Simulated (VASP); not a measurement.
# Sn3GeTe4 (P4/mmm) in VASP: single point with PBE

Aim: the single point of Sn3GeTe4 with PBE.

All numbers are computed with VASP 6.6.1; they aren't measurements. Logs are shortened: lines on timing, memory, paths and dates and some standing lists are left out, and cuts for length are marked.

## (1) The cell of the first run

It takes space group P4/mmm (No. 123, tetragonal). The conventional cell has a = 4.472 Å, b = 4.472 Å, c = 12.624 Å, α = 90.00°, β = 90.00°, γ = 90.00°. Within 4.2 Å of Sn (site symmetry 4/mmm) lie 6 Te at 3.16 to 3.26 Å. Sn (site symmetry 4mm) has 6 Te at 3.12 to 3.19 Å within 4.1 Å. Within 4.0 Å of Ge (site symmetry 4/mmm) lie 6 Te at 3.05 to 3.16 Å. Within 4.0 Å of Te (site symmetry 4mm) lie 1 Ge at 3.05 Å and 5 Sn at 3.16 to 3.26 Å. Within 4.1 Å of Te (site symmetry 4/mmm) lie 2 Sn at 3.12 Å and 4 Ge at 3.16 Å. Within 4.2 Å of Te (site symmetry 4/mmm) lie 6 Sn at 3.16 to 3.19 Å.

## (2) Single point, PBE

INCAR reads:

```
PREC     = Accurate       # precision mode
ENCUT    = 520            # plane-wave cutoff, eV
EDIFF    = 1E-6           # SCF threshold, eV
ISMEAR   = 0              # smearing method
SIGMA    = 0.1            # smearing width, eV
LREAL    = False          # projectors in reciprocal space
LASPH    = True           # aspherical terms in the spheres
NELM     = 60             # most SCF steps
ALGO     = Normal         # electronic algorithm
ISIF     = 2              # what is computed and relaxed
LWAVE    = False          # write WAVECAR
LCHARG   = False          # write CHGCAR
GGA      = PE             # functional
NBANDS   = 50             # bands
```

KPOINTS reads:

```
Automatic mesh
0
Gamma
  8 8 4
```

POSCAR reads:

```
Sn3GeTe4
1.0
    4.4718640000      0.0000000000      0.0000000000
    0.0000000000      4.4718640000      0.0000000000
    0.0000000000      0.0000000000     12.6235400000
Sn Ge Te
3 1 4
Direct
    0.0000000000      0.0000000000      0.0000000000
    0.5000000000      0.5000000000      0.2529190000
    0.5000000000      0.5000000000      0.7470810000
    0.0000000000      0.0000000000      0.5000000000
    0.0000000000      0.0000000000      0.2586060000
    0.5000000000      0.5000000000      0.5000000000
    0.0000000000      0.0000000000      0.7413940000
    0.5000000000      0.5000000000      0.0000000000
```

Potentials or basis: VASP PAW PBE potentials, release 64 (Sn_d, Ge_d, Te).

The run is started by

```bash
cat potpaw_PBE.64/Sn_d/POTCAR potpaw_PBE.64/Ge_d/POTCAR potpaw_PBE.64/Te/POTCAR > POTCAR
mpirun -np 1 vasp_std > vasp.out
```

OUTCAR:

```text
PREC = Accurate
   ENCUT = 520
   EDIFF = 1E-6
   ISMEAR = 0
   LREAL = False
   LASPH = True
   NELM = 60
   ISIF = 2
   GGA = PE

 ion  position               nearest neighbor table
   1  0.000  0.000  0.000-   8 3.16   8 3.16   8 3.16   8 3.16   5 3.26   7 3.26
   2  0.500  0.500  0.253-   6 3.12   5 3.16   5 3.16   5 3.16   5 3.16   8 3.19
   3  0.500  0.500  0.747-   6 3.12   7 3.16   7 3.16   7 3.16   7 3.16   8 3.19
   4  0.000  0.000  0.500-   5 3.05   7 3.05   6 3.16   6 3.16   6 3.16   6 3.16
   5  0.000  0.000  0.259-   4 3.05   2 3.16   2 3.16   2 3.16   2 3.16   1 3.26
   6  0.500  0.500  0.500-   2 3.12   3 3.12   4 3.16   4 3.16   4 3.16   4 3.16
   7  0.000  0.000  0.741-   4 3.05   3 3.16   3 3.16   3 3.16   3 3.16   1 3.26
   8  0.500  0.500  0.000-   1 3.16   1 3.16   1 3.16   1 3.16   3 3.19   2 3.19

  LATTYP: Found a simple tetragonal cell.
 ALAT       =     4.4718640000
 C/A-ratio  =     2.8228810178

  Lattice vectors:

 A1 = (   4.4718640000,   0.0000000000,   0.0000000000)
 A2 = (   0.0000000000,   4.4718640000,   0.0000000000)
 A3 = (   0.0000000000,   0.0000000000,  12.6235400000)

Analysis of symmetry for initial positions (statically):
=====================================================================
 Subroutine PRICEL returns:
 Original cell was already a primitive cell.

 Routine SETGRP: Setting up the symmetry group for a
 simple tetragonal supercell.

 Subroutine GETGRP returns: Found 16 space group operations
 (whereof 16 operations were pure point group operations)
 out of a pool of 16 trial point group operations.

The static configuration has the point symmetry D_4h.

Analysis of symmetry for dynamics (positions and initial velocities):
=====================================================================
 Subroutine PRICEL returns:
 Original cell was already a primitive cell.

 Routine SETGRP: Setting up the symmetry group for a
 simple tetragonal supercell.

 Subroutine GETGRP returns: Found 16 space group operations
 (whereof 16 operations were pure point group operations)
 out of a pool of 16 trial point group operations.

The dynamic configuration has the point symmetry D_4h.

 Subroutine INISYM returns: Found 16 space group operations
 (whereof 16 operations are pure point group operations),
 and found     1 'primitive' translations

----------------------------------------------------------------------------------------

                                     Primitive cell

  volume of cell :     252.4401

  direct lattice vectors                    reciprocal lattice vectors
     4.471864000  0.000000000  0.000000000     0.223620396  0.000000000  0.000000000
     0.000000000  4.471864000  0.000000000     0.000000000  0.223620396  0.000000000
     0.000000000  0.000000000 12.623540000     0.000000000  0.000000000  0.079217082

  length of vectors
     4.471864000  4.471864000 12.623540000     0.223620396  0.223620396  0.079217082

  position of ions in fractional coordinates (direct lattice)
     0.000000000  0.000000000  0.000000000
     0.500000000  0.500000000  0.252919000
     0.500000000  0.500000000  0.747081000
     0.000000000  0.000000000  0.500000000
     0.000000000  0.000000000  0.258606000
     0.500000000  0.500000000  0.500000000
     0.000000000  0.000000000  0.741394000
     0.500000000  0.500000000  0.000000000

  ion indices of the primitive-cell ions
   primitive index   ion index
                 1           1
                 2           2
                 3           3
                 4           4
                 5           5
                 6           6
                 7           7
                 8           8

----------------------------------------------------------------------------------------

 KPOINTS: Automatic mesh

Automatic generation of k-mesh.
 Grid dimensions read from file:
 generate k-points for:    8    8    4

 Generating k-lattice:

  Cartesian coordinates                     Fractional coordinates (reciprocal lattice)
     0.027952550  0.000000000  0.000000000     0.125000000  0.000000000  0.000000000
     0.000000000  0.027952550  0.000000000     0.000000000  0.125000000  0.000000000
     0.000000000  0.000000000  0.019804270     0.000000000  0.000000000  0.250000000

  Length of vectors
     0.027952550  0.027952550  0.019804270

  Shift w.r.t. Gamma in fractional coordinates (k-lattice)
     0.000000000  0.000000000  0.000000000

 Subroutine IBZKPT returns following result:
 ===========================================

 Found     45 irreducible k-points:

 Following reciprocal coordinates:
            Coordinates               Weight
  0.000000  0.000000  0.000000      1.000000
  0.125000  0.000000  0.000000      4.000000
  0.250000  0.000000  0.000000      4.000000
  0.375000  0.000000  0.000000      4.000000
  0.500000  0.000000  0.000000      2.000000
  0.125000  0.125000  0.000000      4.000000
[... 16 lines left out ...]
  0.375000  0.125000  0.250000     16.000000
  0.500000  0.125000  0.250000      8.000000
 [... further k-points ...]
   k-points           NKPTS =     45   k-points in BZ     NKDIM =     45   number of bands    NBANDS=     50
   number of dos      NEDOS =    301   number of ions     NIONS =      8
   total plane-waves  NPLWV = 124416
   dimension x,y,z NGX =    36 NGY =   36 NGZ =   96
   dimension x,y,z NGXF=    72 NGYF=   72 NGZF=  192
   ions per type =               3   1   4
   NGX,Y,Z   is equivalent  to a cutoff of  13.38, 13.38, 12.64 a.u.
   NGXF,Y,Z  is equivalent  to a cutoff of  26.77, 26.77, 25.29 a.u.
 SYSTEM =  unknown system
   PREC   = accura    normal or accurate (medium, high low for compatibility)
   ISTART =      0    job   : 0-new  1-cont  2-samecut
   ICHARG =      2    charge: 1-file 2-atom 10-const
   ISPIN  =      1    spin polarized calculation?
   LNONCOLLINEAR =      F non collinear calculations
   LSORBIT =      F    spin-orbit coupling
   LASPH  =      T    aspherical Exc in radial PAW
   ENCUT  =  520.0 eV  38.22 Ry    6.18 a.u.   8.31  8.31 23.47*2*pi/ulx,y,z
   NELM   =     60;   NELMIN=  2; NELMDL= -5     # of ELM steps
   EDIFF  = 0.1E-05   stopping-criterion for ELM
   LREAL  =      F    real-space projection
   EDIFFG = 0.1E-04   stopping-criterion for IOM
   NSW    =      0    number of steps for IOM
   IBRION =     -1    ionic relax: 0-MD 1-quasi-New 2-CG
   NFREE  =      0    steps in history (QN), initial steepest desc. (CG)
   ISIF   =      2    stress and relaxation
   ISYM   =      2    0-nonsym 1-usesym 2-fastsym
   POTIM  = 0.5000    time-step for ionic-motion
   TEBEG  =    0.0;   TEEND  =   0.0 temperature during run
   PSTRESS=    0.0 pullay stress
   NELECT =      80.0000    total number of electrons
   NUPDOWN=      -1.0000    fix difference up-down
   EMIN   =  10.00;   EMAX   =-10.00  energy-range for DOS
   EFERMI =   0.00;   METHOD = LEGACY
   ISMEAR =     0;   SIGMA  =   0.10  broadening in eV -4-tet -1-fermi 0-gaus
   EFERMI_NEDOS =   21; number of points for ismear=-14 and -15
   IALGO  =     38    algorithm
   IMIX   =      4    mixing-type and parameters
     AMIX     =   0.40;   BMIX     =  1.00
     AMIX_MAG =   1.60;   BMIX_MAG =  1.00
  volume/ion in A,a.u.               =      31.56       212.94
  Fermi-wavevector in a.u.,A,eV,Ry     =   1.116140  2.109199 16.949713  1.245769
  Thomas-Fermi vector in A             =   2.252751
   LORBIT       =      0    0 simple, 1 ext, 2 COOP (PROOUT), +10 PAW based schemes
   GGA     = PE    functional components
   LHFCALC =     F    Hartree Fock is set to
   AEXX    =    0.0000 exact exchange contribution
   IVDW    =     0    specifies the selected vdW correction
   LEPSILON=     F    determine dielectric tensor
   LRPA    =     F    only Hartree local field effects (RPA)
 non-spin polarized calculation
 Gauss-broadening in eV      SIGMA  =   0.10
  energy-cutoff  :      520.00
  volume of cell :      252.44
 maximum number of plane-waves:      6848
 NGX is ok and might be reduce to    36
   NGX = 17   NGY = 17   NGZ = 47

 number of electron      79.9999991 magnetization

 Free energy of the ion-electron system (eV)
  ---------------------------------------------------
  ext. energy  EPLUGINS =         0.00000000
  ---------------------------------------------------
  free energy    TOTEN  =       -30.35853608 eV

  energy without entropy =      -30.35738311  energy(sigma->0) =      -30.35795960

 E-fermi :   6.3329     XC(G=0):  -9.3690

 val. band max:        6.0100315765   @ k =   0.5000   0.0000   0.0000
 cond. band min:       6.3406354960   @ k =   0.5000   0.0000   0.0000
 fundamental gap:      0.3306039195
 Fermi energy:         6.3328676945

 k-point     1 :       0.0000    0.0000    0.0000
  band No.  band energies     occupation
      1     -19.0663      2.00000
      2     -19.0659      2.00000
      3     -19.0606      2.00000
      4     -19.0584      2.00000
      5     -19.0584      2.00000
      6     -15.6419      2.00000
[... 42 lines left out ...]
     49      10.0482      0.00000
     50      10.1948      0.00000

 k-point     2 :       0.1250    0.0000    0.0000
  band No.  band energies     occupation
      1     -19.0664      2.00000
      2     -19.0657      2.00000
      3     -19.0606      2.00000
      4     -19.0584      2.00000
      5     -19.0584      2.00000
      6     -15.6412      2.00000
[... 42 lines left out ...]
     49       9.5437      0.00000
     50       9.6215      0.00000

 k-point     3 :       0.2500    0.0000    0.0000
  band No.  band energies     occupation
      1     -19.0667      2.00000
      2     -19.0654      2.00000
      3     -19.0603      2.00000
      4     -19.0585      2.00000
      5     -19.0584      2.00000
      6     -15.6399      2.00000
[... 42 lines left out ...]
     49       9.2347      0.00000
     50       9.3723      0.00000

 k-point     4 :       0.3750    0.0000    0.0000
  band No.  band energies     occupation
      1     -19.0669      2.00000
      2     -19.0651      2.00000
      3     -19.0601      2.00000
      4     -19.0586      2.00000
      5     -19.0583      2.00000
      6     -15.6388      2.00000
[... 999 lines left out ...]
 k-point    23 :       0.3750    0.1250    0.2500
  band No.  band energies     occupation
      1     -19.0671      2.00000
      2     -19.0650      2.00000
      3     -19.0601      2.00000
      4     -19.0586      2.00000
      5     -19.0584      2.00000
      6     -15.6381      2.00000
[... 42 lines left out ...]
     49       9.1973      0.00000
     50       9.5196      0.00000

 k-point    24 :       0.5000    0.1250    0.2500
  band No.  band energies     occupation
      1     -19.0672      2.00000
      2     -19.0649      2.00000
      3     -19.0600      2.00000
      4     -19.0587      2.00000
      5     -19.0584      2.00000
      6     -15.6377      2.00000
[... 42 lines left out ...]
     49       8.7075      0.00000
     50       8.8307      0.00000

 [... further k-points ...]
[... 5 lines left out ...]
  --------------------------------------------------------------------------------------
  -------------------------------------------------------------------------------------
  Total       -0.0900293     -0.0900293      0.0064874      0.0000000      0.0000000      0.0000000
  in kB       -0.5713944     -0.5713944      0.0411740      0.0000000      0.0000000      0.0000000
  external PRESSURE =      -0.3672049 kB  Pullay stress =       0.0000000 kB

 VOLUME and BASIS-vectors are now :
 -----------------------------------------------------------------------------
  energy-cutoff  :      520.00
  volume of cell :      252.44
      direct lattice vectors                 reciprocal lattice vectors
     4.471864000  0.000000000  0.000000000     0.223620396  0.000000000  0.000000000
     0.000000000  4.471864000  0.000000000     0.000000000  0.223620396  0.000000000
     0.000000000  0.000000000 12.623540000     0.000000000  0.000000000  0.079217082

 POSITION                                       TOTAL-FORCE (eV/Angst)
 -----------------------------------------------------------------------------------
      0.00000      0.00000      0.00000         0.000000     -0.000000     -0.000000
      2.23593      2.23593      3.19273         0.000000      0.000000      0.004114
      2.23593      2.23593      9.43081        -0.000000     -0.000000     -0.004114
      0.00000      0.00000      6.31177         0.000000     -0.000000     -0.000000
      0.00000      0.00000      3.26452         0.000000     -0.000000     -0.006107
      2.23593      2.23593      6.31177         0.000000     -0.000000     -0.000000
      0.00000      0.00000      9.35902         0.000000     -0.000000      0.006107
      2.23593      2.23593      0.00000         0.000000     -0.000000     -0.000000
 -----------------------------------------------------------------------------------
    total drift:                                0.000000      0.000000      0.000000

  FREE ENERGIE OF THE ION-ELECTRON SYSTEM (eV)
  ---------------------------------------------------
  free  energy   TOTEN  =       -30.3585360773 eV

  energy  without entropy=      -30.3573831130  energy(sigma->0) =      -30.35795960
```

Run time: 5.7 min. Hardware: 1 thread of Oxide Virtual Turin-like, shared host; peak memory 0.63 GiB.

What came out:

| Quantity | Value |
| --- | --- |
| Free energy | -30.3585 eV |
| Pressure | 0.0 GPa |
| Largest force | 0.006 eV/Å |

Forces on the atoms (eV/Å):
```
Sn   0.000  0.000  0.000
Sn   0.000  0.000  0.004
Sn   0.000  0.000 -0.004
Ge   0.000  0.000  0.000
Te   0.000  0.000 -0.006
Te   0.000  0.000  0.000
Te   0.000  0.000  0.006
Te   0.000  0.000  0.000
```

Caveat: spin-orbit coupling is left out, which moves the levels of the heavy elements.
